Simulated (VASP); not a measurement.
# SnTe (Fm-3m) in VASP: further runs, part 2 of 2

VASP 6.6.1. Earlier steps stand in the parts before.

### 4 Single point, HSE06

This run uses another cell than the first one, of 31.91 Å³/atom.

Input file POSCAR:

```
SnTe
1.0
    0.0000000000      3.1717171644      3.1717171644
    3.1717171644      0.0000000000      3.1717171644
    3.1717171644      3.1717171644      0.0000000000
Te Sn
1 1
Direct
    0.5000000000      0.5000000000      0.5000000000
    0.0000000000      0.0000000000      0.0000000000
```

Input file INCAR.step1:

```
SYSTEM = SnTe
PREC = Accurate
ENCUT = 520
EDIFF = 1E-5
ISMEAR = -1
SIGMA = 0.05
LREAL = .FALSE.
LASPH = .TRUE.
NELM = 60
ALGO = Normal
ISIF = 2
LWAVE = .TRUE.
LCHARG = .FALSE.
NBANDS = 17
GGA = PE
```

Input file INCAR.step2:

```
SYSTEM = SnTe
PREC = Accurate
ENCUT = 520
EDIFF = 1E-6
ISMEAR = -1
SIGMA = 0.05
LREAL = .FALSE.
LASPH = .TRUE.
NELM = 60
ALGO = Normal
ISIF = 2
LWAVE = .FALSE.
LCHARG = .FALSE.
GGA = PE
LHFCALC = .TRUE.
HFSCREEN = 0.2079
PRECFOCK = Normal
NBANDS = 17
ISTART = 1
```

Input file KPOINTS:

```
Automatic mesh
0
G
  4 4 4
  0 0 0
```

Run with:

```bash
cat potpaw_PBE.64/Te/POTCAR potpaw_PBE.64/Sn_d/POTCAR > POTCAR
cp INCAR.step1 INCAR
mpirun -np 1 vasp_std > vasp.out
cp INCAR.step2 INCAR
mpirun -np 1 vasp_std > vasp.out
```

Wall time 33 min (1 thread of Intel Xeon 8259CL, shared host); peak memory 0.32 GiB.

The run converged. Its results:

| Property | Result |
| --- | --- |
| Free energy | -9.0243 eV |
| Pressure | 0.0 GPa |
| Band gap on the k mesh | 0.12 eV |

Levels at points of the mesh, in eV from the valence-band top:
```
           k point  band 8  band 9  band 10  band 11  band 12  band 13
(0.00, 0.00, 0.00)   -2.54   -2.54    -2.54     3.79     3.79     3.79
(0.50, 0.00, 0.00)   -2.20   -2.20     0.00     0.12     0.53     0.53
(0.50, 0.50, 0.00)   -6.27   -4.26    -4.26     2.43     5.44     5.44
```

Caveat: the k points lie up to 0.43 Å⁻¹ apart; the PAW data sets were made with another functional, which shifts forces and pressure a little; spin-orbit coupling is left out, which moves the levels of the heavy elements. A k mesh can miss the band edges.

### 5 Single point, HSE06

This run uses another cell than the first one, of 32.53 Å³/atom.

Input file POSCAR:

```
SnTe
1.0
    0.0000000000      3.1923133075      3.1923133075
    3.1923133075      0.0000000000      3.1923133075
    3.1923133075      3.1923133075      0.0000000000
Te Sn
1 1
Direct
    0.5000000000      0.5000000000      0.5000000000
    0.0000000000      0.0000000000      0.0000000000
```

Input file INCAR.step1:

```
SYSTEM = SnTe
ALGO = Normal
EDIFF = 1E-5
ENCUT = 520
GGA = PE
ISIF = 2
ISMEAR = -1
LASPH = .TRUE.
LCHARG = .FALSE.
LREAL = .FALSE.
LWAVE = .TRUE.
NBANDS = 17
NELM = 60
PREC = Accurate
SIGMA = 0.05
```

Input file INCAR.step2:

```
SYSTEM = SnTe
ALGO = Normal
EDIFF = 1E-7
ENCUT = 520
GGA = PE
HFSCREEN = 0.2079
ISIF = 2
ISMEAR = -1
ISTART = 1
LASPH = .TRUE.
LCHARG = .FALSE.
LHFCALC = .TRUE.
LREAL = .FALSE.
LWAVE = .FALSE.
NBANDS = 17
NELM = 60
PREC = Accurate
PRECFOCK = Normal
SIGMA = 0.05
```

Input file KPOINTS:

```
k-points
0
G
  4 4 4
  0 0 0
```

Run with:

```bash
cat potpaw_PBE.64/Te/POTCAR potpaw_PBE.64/Sn_d/POTCAR > POTCAR
cp INCAR.step1 INCAR
mpirun -np 1 vasp_std > vasp.out
cp INCAR.step2 INCAR
mpirun -np 1 vasp_std > vasp.out
```

Wall time 47 min (1 thread of Intel Xeon 8259CL, shared host); peak memory 0.33 GiB.

Results (log left out):

```
Free energy            : -9.0215 eV
Pressure               : -0.8 GPa
Band gap on the k mesh : 0.20 eV
```

Levels at points of the mesh, in eV from the valence-band top:
```tsv
k point	band 6	band 7	band 8	band 9	band 10	band 11	band 12	band 13	band 14	band 15
(0.00, 0.00, 0.00)	-13.94	-5.24	-2.42	-2.42	-2.42	3.80	3.80	3.80	5.23	5.23
(0.50, 0.00, 0.00)	-12.60	-9.12	-2.08	-2.08	0.00	0.20	0.63	0.63	8.31	9.29
(0.50, 0.50, 0.00)	-12.29	-7.11	-6.06	-4.10	-4.10	2.57	5.40	5.40	6.88	9.55
```

Caveat: the k points lie up to 0.43 Å⁻¹ apart; the PAW data sets were made with another functional, which shifts forces and pressure a little; spin-orbit coupling is left out, which moves the levels of the heavy elements. A k mesh can miss the band edges.

### 6 Single point, HF

This run uses another cell than the first one, of 31.91 Å³/atom.

Input file POSCAR:

```
SnTe
1.0
    0.0000000000      3.1717171644      3.1717171644
    3.1717171644      0.0000000000      3.1717171644
    3.1717171644      3.1717171644      0.0000000000
Te Sn
1 1
Direct
    0.5000000000      0.5000000000      0.5000000000
    0.0000000000      0.0000000000      0.0000000000
```

Input file INCAR.step1:

```
SYSTEM = SnTe
PREC     = Accurate       ! precision mode
ENCUT    = 520            ! plane-wave cutoff, eV
EDIFF    = 1E-5           ! SCF threshold, eV
ISMEAR   = -1             ! smearing method
SIGMA    = 0.05           ! smearing width, eV
LREAL    = .False.        ! projectors in reciprocal space
LASPH    = .True.         ! aspherical terms in the spheres
NELM     = 60             ! most SCF steps
ALGO     = Normal         ! electronic algorithm
ISIF     = 2              ! what is computed and relaxed
LWAVE    = .True.         ! write WAVECAR
LCHARG   = .False.        ! write CHGCAR
NBANDS   = 17             ! bands
GGA      = PE             ! functional
```

Input file INCAR.step2:

```
SYSTEM = SnTe
PREC     = Accurate       ! precision mode
ENCUT    = 520            ! plane-wave cutoff, eV
EDIFF    = 1E-6           ! SCF threshold, eV
ISMEAR   = -1             ! smearing method
SIGMA    = 0.05           ! smearing width, eV
LREAL    = .False.        ! projectors in reciprocal space
LASPH    = .True.         ! aspherical terms in the spheres
NELM     = 60             ! most SCF steps
ALGO     = Normal         ! electronic algorithm
ISIF     = 2              ! what is computed and relaxed
LWAVE    = .False.        ! write WAVECAR
LCHARG   = .False.        ! write CHGCAR
GGA      = PE             ! functional
LHFCALC  = .True.         ! exact exchange
AEXX     = 1.0            ! exact-exchange fraction
ALDAC    = 0.0          
AGGAC    = 0.0          
PRECFOCK = Normal       
NBANDS   = 17             ! bands
ISTART   = 1
```

Input file KPOINTS:

```
Automatic mesh
0
Gamma
  4 4 4
  0 0 0
```

Potentials or basis: VASP PAW PBE potentials, release 64 (Te, Sn_d).

Run with:

```bash
cat potpaw_PBE.64/Te/POTCAR potpaw_PBE.64/Sn_d/POTCAR > POTCAR
cp INCAR.step1 INCAR
mpirun -np 1 vasp_std > vasp.out
cp INCAR.step2 INCAR
mpirun -np 1 vasp_std > vasp.out
```

OUTCAR:

```text
SYSTEM = SnTe
   PREC = Accurate
   ENCUT = 520
   EDIFF = 1E-6
   ISMEAR = -1
   LREAL = .False.
   LASPH = .True.
   NELM = 60
   ISIF = 2
   GGA = PE
   LHFCALC = .True.
   AEXX = 1.0
   PRECFOCK = Normal
   ISTART = 1

 ion  position               nearest neighbor table
   1  0.500  0.500  0.500-   2 3.17   2 3.17   2 3.17   2 3.17   2 3.17   2 3.17
   2  0.000  0.000  0.000-   1 3.17   1 3.17   1 3.17   1 3.17   1 3.17   1 3.17

  LATTYP: Found a face centered cubic cell.
 ALAT       =     6.3434343288

  Lattice vectors:

 A1 = (   0.0000000000,   3.1717171644,   3.1717171644)
 A2 = (   3.1717171644,   0.0000000000,   3.1717171644)
 A3 = (   3.1717171644,   3.1717171644,   0.0000000000)

Analysis of symmetry for initial positions (statically):
=====================================================================
 Subroutine PRICEL returns:
 Original cell was already a primitive cell.

 Routine SETGRP: Setting up the symmetry group for a
 face centered cubic supercell.

[... 153 lines left out ...]
  free energy    TOTEN  =       -17.40305201 eV

  energy without entropy =      -17.40305201  energy(sigma->0) =      -17.40305201

 E-fermi :   7.2127     XC(G=0):   0.0000

 val. band max:        5.9908486910   @ k =   0.5000   0.0000   0.0000
 cond. band min:       9.7706321654   @ k =   0.5000   0.0000   0.0000
 fundamental gap:      3.7797834744
 Fermi energy:         7.2126519277

 k-point     1 :       0.0000    0.0000    0.0000
  band No.  band energies     occupation
      1     -25.3568      2.00000
      2     -25.3568      2.00000
      3     -25.3209      2.00000
      4     -25.3209      2.00000
      5     -25.3209      2.00000
      6     -12.2075      2.00000
[... 137 lines left out ...]
      4     -25.3182      2.00000
      5     -25.3117      2.00000
      6      -9.7204      2.00000
[... 9 lines left out ...]
     16      19.4391      0.00000
     17      23.3614      0.00000

------------------------ aborting loop because EDIFF is reached ----------------------------------------

  FORCE on cell =-STRESS in cart. coord.  units (eV):
  Direction    XX          YY          ZZ          XY          YZ          ZX
  --------------------------------------------------------------------------------------
  -------------------------------------------------------------------------------------
  Total        1.8235819      1.8235819      1.8235819     -0.0000000     -0.0000000     -0.0000000
  in kB       45.7849249     45.7849249     45.7849249     -0.0000000     -0.0000000     -0.0000000
  external PRESSURE =      45.7849249 kB  Pullay stress =       0.0000000 kB

 VOLUME and BASIS-vectors are now :
 -----------------------------------------------------------------------------
  energy-cutoff  :      520.00
  volume of cell :       63.81
      direct lattice vectors                 reciprocal lattice vectors
     0.000000000  3.171717164  3.171717164    -0.157643312  0.157643312  0.157643312
     3.171717164  0.000000000  3.171717164     0.157643312 -0.157643312  0.157643312
     3.171717164  3.171717164  0.000000000     0.157643312  0.157643312 -0.157643312

 POSITION                                       TOTAL-FORCE (eV/Angst)
 -----------------------------------------------------------------------------------
      3.17172      3.17172      3.17172        -0.000000     -0.000000      0.000000
      0.00000      0.00000      0.00000         0.000000      0.000000     -0.000000
 -----------------------------------------------------------------------------------
    total drift:                                0.000001      0.000001      0.000001

  FREE ENERGIE OF THE ION-ELECTRON SYSTEM (eV)
  ---------------------------------------------------
  free  energy   TOTEN  =       -17.4030520147 eV

  energy  without entropy=      -17.4030520147  energy(sigma->0) =      -17.40305201
```

OUTCAR.step1:

```text
SYSTEM = SnTe
   PREC = Accurate
   ENCUT = 520
   EDIFF = 1E-5
   ISMEAR = -1
   LREAL = .False.
[... 363 lines left out ...]
      3.17172      3.17172      3.17172         0.000000     -0.000000     -0.000000
      0.00000      0.00000      0.00000        -0.000000      0.000000      0.000000
 -----------------------------------------------------------------------------------
    total drift:                               -0.000000      0.000000      0.000000

  FREE ENERGIE OF THE ION-ELECTRON SYSTEM (eV)
  ---------------------------------------------------
  free  energy   TOTEN  =        -7.5571808804 eV

  energy  without entropy=       -7.5486484155  energy(sigma->0) =       -7.55291465
```

OSZICAR.step1:

```text
N       E                     dE             d eps       ncg     rms          rms(c)
DAV:   1     0.125592770387E+03    0.12559E+03   -0.94423E+03   272   0.136E+03
DAV:   2     0.356540542240E+01   -0.12203E+03   -0.11894E+03   296   0.319E+02
DAV:   3    -0.726947003287E+01   -0.10835E+02   -0.10747E+02   325   0.897E+01
DAV:   4    -0.759980694389E+01   -0.33034E+00   -0.33002E+00   332   0.161E+01
DAV:   5    -0.761241323633E+01   -0.12606E-01   -0.12606E-01   392   0.293E+00    0.519E+00
DAV:   6    -0.755670480320E+01    0.55708E-01   -0.13159E-01   394   0.243E+00    0.342E+00
DAV:   7    -0.755733462041E+01   -0.62982E-03   -0.52398E-02   358   0.118E+00    0.845E-01
DAV:   8    -0.755705535326E+01    0.27927E-03   -0.74616E-03   339   0.678E-01    0.192E-01
DAV:   9    -0.755720411092E+01   -0.14876E-03   -0.57590E-04   407   0.215E-01    0.654E-02
DAV:  10    -0.755718022488E+01    0.23886E-04   -0.96645E-05   365   0.877E-02    0.282E-02
DAV:  11    -0.755718088035E+01   -0.65548E-06   -0.26219E-05   348   0.426E-02
   1 F= -.75571809E+01 E0= -.75529146E+01  d E =-.853246E-02
```

Run time: 45 min. Hardware: 1 thread of Intel Xeon 8259CL, shared host; peak memory 0.19 GiB.

Results:

```yaml
Free_energy: -17.4031 eV
Pressure: 4.6 GPa
Band_gap_on_the_k_mesh: 3.78 eV
```

Caveat: the k points lie up to 0.43 Å⁻¹ apart; the PAW data sets were made with another functional, which shifts forces and pressure a little; spin-orbit coupling is left out, which moves the levels of the heavy elements. A k mesh can miss the band edges.

### 7 Overview

```csv
level,cell,share of exact exchange,screening parameter,gap on the mesh (eV),pressure (GPa)
HSE06,"a = 4.396 Å, angles 60.0°, 2 atoms",0.25,0.2079 1/Å,0.21,2.3
HSE06,"a = 4.456 Å, angles 60.0°, 2 atoms",0.25,0.2079 1/Å,0.01,0.6
HSE06,"a = 4.485 Å, angles 60.0°, 2 atoms",0.25,0.2079 1/Å,0.12,0.0
HSE06,"a = 4.515 Å, angles 60.0°, 2 atoms",0.25,0.2079 1/Å,0.20,-0.8
HF,"a = 4.485 Å, angles 60.0°, 2 atoms",1,-,3.78,4.6
```

Alike in all rows: task single point; potentials or basis VASP PAW PBE potentials, release 64 (Te, Sn_d); no spin polarisation; k mesh 4 × 4 × 4; cutoff (eV) 520; smearing fermi-dirac 0.05 eV.

Caveats: all runs use coarse meshes; the PAW data sets were made with another functional, which shifts forces and pressure a little; spin-orbit coupling is left out, which moves the levels of the heavy elements.

Absolute energies hang on the potentials; compare differences alone.
